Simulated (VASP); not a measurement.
# AlAs (f.bd3) (F-43m) in VASP: further runs

Runs on AlAs (f.bd3). Level: PBE+D3(BJ). Tasks: single point, relaxation of cell and atoms.

Program: VASP 6.6.1. These are calculated values, not measurements. Logs are shortened: lines on timing, memory, paths and dates and some standing lists are left out, and cuts for length are marked.

## (1) The cell of the first run

It takes space group F-43m (No. 216, cubic). The conventional cell has a = 5.664 Å, b = 5.664 Å, c = 5.664 Å, α = 90.00°, β = 90.00°, γ = 90.00°. Within 3.2 Å of Al (site symmetry -43m) lie 4 As at 2.45 Å. As (site symmetry -43m) has 4 Al at 2.45 Å within 3.2 Å.

## (2) Single point, PBE+D3(BJ)

INCAR reads:

```
PREC = Accurate ; ENCUT = 500
EDIFF = 1E-6 ; ISMEAR = 0
SIGMA = 0.02 ; LREAL = F
LASPH = T ; NELM = 120
ALGO = Normal ; ISIF = 2
LWAVE = F ; LCHARG = F
GGA = PE ; IVDW = 12
NBANDS = 11 ; GGA_COMPAT = F
```

KPOINTS reads:

```
regular mesh
0
Gamma
  8 8 8
```

POSCAR reads:

```
AlAs
1.0
    0.0000000000      2.8321860578      2.8321860578
    2.8321860578      0.0000000000      2.8321860578
    2.8321860578      2.8321860578      0.0000000000
Al As
1 1
Direct
    0.0000000000      0.0000000000      0.0000000000
    0.2500000000      0.2500000000      0.2500000000
```

Potentials or basis: VASP PAW PBE potentials, release 64 (Al, As).

Run with:

```
cat potpaw_PBE.64/Al/POTCAR potpaw_PBE.64/As/POTCAR > POTCAR
mpirun -np 1 vasp_std > vasp.out
```

OUTCAR:

```text
PREC = Accurate
   ENCUT = 500
   EDIFF = 1E-6
   ISMEAR = 0
   LREAL = F
   LASPH = T
   NELM = 120
   ISIF = 2
   GGA = PE
   IVDW = 12
 IVDW          = 12

 ion  position               nearest neighbor table
   1  0.000  0.000  0.000-   2 2.45   2 2.45   2 2.45   2 2.45
   2  0.250  0.250  0.250-   1 2.45   1 2.45   1 2.45   1 2.45

  LATTYP: Found a face centered cubic cell.
 ALAT       =     5.6643721156

  Lattice vectors:

 A1 = (   0.0000000000,   2.8321860578,   2.8321860578)
 A2 = (   2.8321860578,   0.0000000000,   2.8321860578)
 A3 = (   2.8321860578,   2.8321860578,   0.0000000000)

Analysis of symmetry for initial positions (statically):
=====================================================================
 Subroutine PRICEL returns:
 Original cell was already a primitive cell.

 Routine SETGRP: Setting up the symmetry group for a
 face centered cubic supercell.

 Subroutine GETGRP returns: Found 24 space group operations
 (whereof 24 operations were pure point group operations)
 out of a pool of 48 trial point group operations.

The static configuration has the point symmetry T_d .

Analysis of symmetry for dynamics (positions and initial velocities):
=====================================================================
 Subroutine PRICEL returns:
 Original cell was already a primitive cell.

 Routine SETGRP: Setting up the symmetry group for a
 face centered cubic supercell.

 Subroutine GETGRP returns: Found 24 space group operations
 (whereof 24 operations were pure point group operations)
 out of a pool of 48 trial point group operations.

The dynamic configuration has the point symmetry T_d .

 Subroutine INISYM returns: Found 24 space group operations
 (whereof 24 operations are pure point group operations),
 and found     1 'primitive' translations

----------------------------------------------------------------------------------------

                                     Primitive cell

  volume of cell :      45.4355

  direct lattice vectors                    reciprocal lattice vectors
     0.000000000  2.832186058  2.832186058    -0.176542074  0.176542074  0.176542074
     2.832186058  0.000000000  2.832186058     0.176542074 -0.176542074  0.176542074
     2.832186058  2.832186058  0.000000000     0.176542074  0.176542074 -0.176542074

  length of vectors
     4.005315934  4.005315934  4.005315934     0.305779841  0.305779841  0.305779841

  position of ions in fractional coordinates (direct lattice)
     0.000000000  0.000000000  0.000000000
     0.250000000  0.250000000  0.250000000

  ion indices of the primitive-cell ions
   primitive index   ion index
                 1           1
                 2           2

----------------------------------------------------------------------------------------

 KPOINTS: regular mesh

Automatic generation of k-mesh.
 Grid dimensions read from file:
 generate k-points for:    8    8    8

 Generating k-lattice:

  Cartesian coordinates                     Fractional coordinates (reciprocal lattice)
    -0.022067759  0.022067759  0.022067759     0.125000000  0.000000000  0.000000000
     0.022067759 -0.022067759  0.022067759     0.000000000  0.125000000  0.000000000
     0.022067759  0.022067759 -0.022067759     0.000000000  0.000000000  0.125000000

  Length of vectors
     0.038222480  0.038222480  0.038222480

  Shift w.r.t. Gamma in fractional coordinates (k-lattice)
     0.000000000  0.000000000  0.000000000

 Subroutine IBZKPT returns following result:
 ===========================================

 Found     29 irreducible k-points:

 Following reciprocal coordinates:
            Coordinates               Weight
  0.000000  0.000000  0.000000      1.000000
  0.125000  0.000000  0.000000      8.000000
  0.250000  0.000000  0.000000      8.000000
  0.375000  0.000000  0.000000      8.000000
  0.500000  0.000000  0.000000      4.000000
  0.125000  0.125000  0.000000      6.000000
[... 16 lines left out ...]
  0.500000  0.250000  0.125000     48.000000
 -0.375000  0.250000  0.125000     24.000000
 [... further k-points ...]
   k-points           NKPTS =     29   k-points in BZ     NKDIM =     29   number of bands    NBANDS=     11
   number of dos      NEDOS =    301   number of ions     NIONS =      2
   total plane-waves  NPLWV =  27000
   dimension x,y,z NGX =    30 NGY =   30 NGZ =   30
   dimension x,y,z NGXF=    60 NGYF=   60 NGZF=   60
   ions per type =               1   1
   NGX,Y,Z   is equivalent  to a cutoff of  12.45, 12.45, 12.45 a.u.
   NGXF,Y,Z  is equivalent  to a cutoff of  24.90, 24.90, 24.90 a.u.
 SYSTEM =  unknown system
   PREC   = accura    normal or accurate (medium, high low for compatibility)
   ISTART =      0    job   : 0-new  1-cont  2-samecut
   ICHARG =      2    charge: 1-file 2-atom 10-const
   ISPIN  =      1    spin polarized calculation?
   LNONCOLLINEAR =      F non collinear calculations
   LSORBIT =      F    spin-orbit coupling
   LASPH  =      T    aspherical Exc in radial PAW
   ENCUT  =  500.0 eV  36.75 Ry    6.06 a.u.   7.30  7.30  7.30*2*pi/ulx,y,z
   NELM   =    120;   NELMIN=  2; NELMDL= -5     # of ELM steps
   EDIFF  = 0.1E-05   stopping-criterion for ELM
   LREAL  =      F    real-space projection
   EDIFFG = 0.1E-04   stopping-criterion for IOM
   NSW    =      0    number of steps for IOM
   IBRION =     -1    ionic relax: 0-MD 1-quasi-New 2-CG
   NFREE  =      0    steps in history (QN), initial steepest desc. (CG)
   ISIF   =      2    stress and relaxation
   ISYM   =      2    0-nonsym 1-usesym 2-fastsym
   POTIM  = 0.5000    time-step for ionic-motion
   TEBEG  =    0.0;   TEEND  =   0.0 temperature during run
   PSTRESS=    0.0 pullay stress
   NELECT =       8.0000    total number of electrons
   NUPDOWN=      -1.0000    fix difference up-down
   EMIN   =  10.00;   EMAX   =-10.00  energy-range for DOS
   EFERMI =   0.00;   METHOD = LEGACY
   ISMEAR =     0;   SIGMA  =   0.02  broadening in eV -4-tet -1-fermi 0-gaus
   EFERMI_NEDOS =   21; number of points for ismear=-14 and -15
   IALGO  =     38    algorithm
   IMIX   =      4    mixing-type and parameters
     AMIX     =   0.40;   BMIX     =  1.00
     AMIX_MAG =   1.60;   BMIX_MAG =  1.00
  volume/ion in A,a.u.               =      22.72       153.31
  Fermi-wavevector in a.u.,A,eV,Ry     =   0.917571  1.733958 11.455244  0.841937
  Thomas-Fermi vector in A             =   2.042555
   LORBIT       =      0    0 simple, 1 ext, 2 COOP (PROOUT), +10 PAW based schemes
   GGA     = PE    functional components
   LHFCALC =     F    Hartree Fock is set to
   AEXX    =    0.0000 exact exchange contribution
   IVDW    =    12    specifies the selected vdW correction
   LEPSILON=     F    determine dielectric tensor
   LRPA    =     F    only Hartree local field effects (RPA)
 non-spin polarized calculation
 Gauss-broadening in eV      SIGMA  =   0.02
  energy-cutoff  :      500.00
  volume of cell :       45.44
 maximum number of plane-waves:      1174
 NGX is ok and might be reduce to    30
   NGX = 15   NGY = 15   NGZ = 15

 number of electron       8.0000000 magnetization

 Free energy of the ion-electron system (eV)
  ---------------------------------------------------
  ext. energy  EPLUGINS =         0.00000000
  ---------------------------------------------------
  free energy    TOTEN  =        -9.37482218 eV

  energy without entropy =       -9.37482218  energy(sigma->0) =       -9.37482218

 E-fermi :   4.0107     XC(G=0):  -9.0342

 val. band max:        3.8733829250   @ k =   0.0000   0.0000   0.0000
 cond. band min:       5.3113307103   @ k =   0.5000   0.5000   0.0000
 fundamental gap:      1.4379477853
 Fermi energy:         4.0107426485

 k-point     1 :       0.0000    0.0000    0.0000
  band No.  band energies     occupation
      1      -7.9808      2.00000
      2       3.8734      2.00000
      3       3.8734      2.00000
      4       3.8734      2.00000
      5       5.9194      0.00000
      6       8.1573      0.00000
      7       8.1573      0.00000
      8       8.1573      0.00000
      9      12.7340      0.00000
     10      12.8811      0.00000
     11      12.8811      0.00000

 k-point     2 :       0.1250    0.0000    0.0000
  band No.  band energies     occupation
      1      -7.8282      2.00000
      2       2.4478      2.00000
      3       3.7125      2.00000
      4       3.7125      2.00000
      5       6.6632      0.00000
      6       8.4390      0.00000
      7       8.4390      0.00000
      8       8.5644      0.00000
      9      12.2797      0.00000
     10      12.2797      0.00000
     11      13.4541      0.00000

 k-point     3 :       0.2500    0.0000    0.0000
  band No.  band energies     occupation
      1      -7.4047      2.00000
      2       0.4914      2.00000
      3       3.3950      2.00000
      4       3.3950      2.00000
      5       6.4836      0.00000
      6       8.7810      0.00000
      7       8.7810      0.00000
      8      10.3176      0.00000
      9      12.1765      0.00000
     10      12.1765      0.00000
     11      13.2660      0.00000

 k-point     4 :       0.3750    0.0000    0.0000
  band No.  band energies     occupation
      1      -6.8569      2.00000
      2      -1.0553      2.00000
      3       3.1414      2.00000
      4       3.1414      2.00000
      5       6.1394      0.00000
      6       8.6679      0.00000
      7       8.6679      0.00000
      8      11.5827      0.00000
      9      13.4727      0.00000
     10      13.4727      0.00000
     11      13.6040      0.00000
[... 239 lines left out ...]
 k-point    22 :       0.3750    0.2500    0.1250
  band No.  band energies     occupation
      1      -7.0503      2.00000
      2       0.1129      2.00000
      3       1.9228      2.00000
      4       2.8987      2.00000
      5       7.4657      0.00000
      6       8.1438      0.00000
      7       9.1734      0.00000
      8      10.3959      0.00000
      9      12.0453      0.00000
     10      14.3077      0.00000
     11      15.8988      0.00000

 k-point    23 :       0.5000    0.2500    0.1250
  band No.  band energies     occupation
      1      -6.5571      2.00000
      2      -0.9012      2.00000
      3       1.3383      2.00000
      4       2.5172      2.00000
      5       7.5506      0.00000
      6       8.3312      0.00000
      7       9.6567      0.00000
      8      10.7347      0.00000
      9      13.2114      0.00000
     10      14.4195      0.00000
     11      16.0433      0.00000

 k-point    24 :      -0.3750    0.2500    0.1250
  band No.  band energies     occupation
      1      -6.3022      2.00000
      2      -1.3816      2.00000
      3       1.1876      2.00000
      4       2.3342      2.00000
      5       7.5389      0.00000
      6       8.1166      0.00000
      7      10.5467      0.00000
      8      11.5102      0.00000
      9      12.2262      0.00000
     10      14.8788      0.00000
     11      16.1623      0.00000

 [... further k-points ...]

------------------------ aborting loop because EDIFF is reached ----------------------------------------

 Edisp (eV)   -0.63305

 E8    (eV) :    -0.2766

  FORCE on cell =-STRESS in cart. coord.  units (eV):
  Direction    XX          YY          ZZ          XY          YZ          ZX
  --------------------------------------------------------------------------------------
  -------------------------------------------------------------------------------------
  Total       0.05593     0.05593     0.05593    -0.00000     0.00000    -0.00000
  in kB       1.97230     1.97230     1.97230    -0.00000     0.00000    -0.00000
  external pressure =        1.97 kB  Pullay stress =        0.00 kB

 VOLUME and BASIS-vectors are now :
 -----------------------------------------------------------------------------
  energy-cutoff  :      500.00
  volume of cell :       45.44
      direct lattice vectors                 reciprocal lattice vectors
     0.000000000  2.832186058  2.832186058    -0.176542074  0.176542074  0.176542074
     2.832186058  0.000000000  2.832186058     0.176542074 -0.176542074  0.176542074
     2.832186058  2.832186058  0.000000000     0.176542074  0.176542074 -0.176542074

 POSITION                                       TOTAL-FORCE (eV/Angst)
 -----------------------------------------------------------------------------------
      0.00000      0.00000      0.00000         0.000000      0.000000     -0.000000
      1.41609      1.41609      1.41609        -0.000000     -0.000000      0.000000
 -----------------------------------------------------------------------------------
    total drift:                               -0.000000     -0.000000     -0.000000

  FREE ENERGIE OF THE ION-ELECTRON SYSTEM (eV)
  ---------------------------------------------------
  free  energy   TOTEN  =       -10.0078711133 eV

  energy  without entropy=      -10.0078711133  energy(sigma->0) =      -10.00787111
```

Run time: 6.6 s. Hardware: 1 thread of Intel Xeon 6975P-C (Granite Rapids), shared host; peak memory 0.18 GiB.

What came out:

| Item | Value |
| --- | --- |
| Free energy | -10.0079 eV |
| Pressure | 0.2 GPa |
| Band gap on the k mesh | 1.44 eV, indirect (least direct gap 2.05 eV) |
| Dispersion energy per atom | -0.317 eV |

Levels at points of the mesh, in eV from the valence-band top:
| k point | band 1 | band 2 | band 3 | band 4 | band 5 | band 6 | band 7 | band 8 | band 9 |
| --- | --- | --- | --- | --- | --- | --- | --- | --- | --- |
| (0.00, 0.00, 0.00) | -11.85 | 0.00 | 0.00 | 0.00 | 2.05 | 4.28 | 4.28 | 4.28 | 8.86 |
| (0.50, 0.00, 0.00) | -10.44 | -5.56 | -0.82 | -0.82 | 2.14 | 4.68 | 4.68 | 7.75 | 11.18 |
| (0.50, 0.50, 0.00) | -9.89 | -5.43 | -2.17 | -2.17 | 1.44 | 2.29 | 10.32 | 10.32 | 11.75 |

A k mesh can miss the band edges. Expect the measured gap to be larger: semilocal functionals such as PBE lack the derivative discontinuity.

## (3) Relaxation of cell and atoms, PBE+D3(BJ)

This run uses another cell than the first one, of 22.91 Å³/atom, 1.008 times its volume.

INCAR reads:

```
PREC = Accurate ; ENCUT = 500
EDIFF = 1E-7 ; ISMEAR = 0
SIGMA = 0.02 ; LREAL = False
LASPH = True ; NELM = 120
ALGO = Normal ; ISIF = 3
LWAVE = False ; LCHARG = False
GGA = PE ; IVDW = 12
IBRION = 2 ; NSW = 100
EDIFFG = -0.002 ; GGA_COMPAT = False
NELMIN = 4
```

KPOINTS reads:

```
Automatic mesh
0
Gamma
  8 8 8
```

POSCAR reads:

```
AlAs
1.0
    0.0000000000      2.8400000000      2.8400000000
    2.8400000000      0.0000000000      2.8400000000
    2.8400000000      2.8400000000      0.0000000000
Al As
1 1
Direct
    0.0000000000      0.0000000000      0.0000000000
    0.2500000000      0.2500000000      0.2500000000
```

Potentials or basis: VASP PAW PBE potentials, release 64 (Al, As).

Run with:

```
cat potpaw_PBE.64/Al/POTCAR potpaw_PBE.64/As/POTCAR > POTCAR
mpirun -np 1 vasp_std > vasp.out
```

Run time: 12 s. Hardware: 1 thread of Intel Xeon 6975P-C (Granite Rapids), shared host; peak memory 0.18 GiB.

It converged, with:

* Free energy: -10.0080 eV
* Relaxed volume: 22.78 Å³/atom
* Relaxed cell: a = 4.009 Å, b = 4.009 Å, c = 4.009 Å, α = 60.00°, β = 60.00°, γ = 60.00°
* Space group after relaxing (to 0.05 Å): F-43m (No. 216)
* Energy gained by relaxing: 0.2 meV/atom
* Ionic steps: 3
* Pressure after relaxing: 0.0 GPa
* Band gap on the k mesh: 1.44 eV, indirect (least direct gap 2.03 eV)
* Dispersion energy per atom: -0.316 eV

Step by step:
```csv
step,energy change (eV),largest force (eV/Å),pressure (GPa),volume (Å³)
1,0.0000,0.0000,-0.41,45.81
2,-0.0003,0.0000,0.21,45.43
3,-0.0003,0.0000,0.01,45.55
```

Final structure:
```xyz
2
Lattice="0.0000 2.8346 2.8346 2.8346 0.0000 2.8346 2.8346 2.8346 0.0000" Properties=species:S:1:pos:R:3 pbc="T T T"
Al    0.0000    0.0000    0.0000
As    1.4173    1.4173    1.4173
```

Levels at points of the mesh, in eV from the valence-band top:
| k point | band 2 | band 3 | band 4 | band 5 | band 6 | band 7 |
| --- | --- | --- | --- | --- | --- | --- |
| (0.00, 0.00, 0.00) | 0.00 | 0.00 | 0.00 | 2.03 | 4.28 | 4.28 |
| (0.50, 0.00, 0.00) | -5.55 | -0.82 | -0.82 | 2.13 | 4.68 | 4.68 |
| (0.50, 0.50, 0.00) | -5.42 | -2.16 | -2.16 | 1.44 | 2.29 | 10.30 |

A k mesh can miss the band edges. PBE gaps usually lie below the measured ones, often by a third to a half.
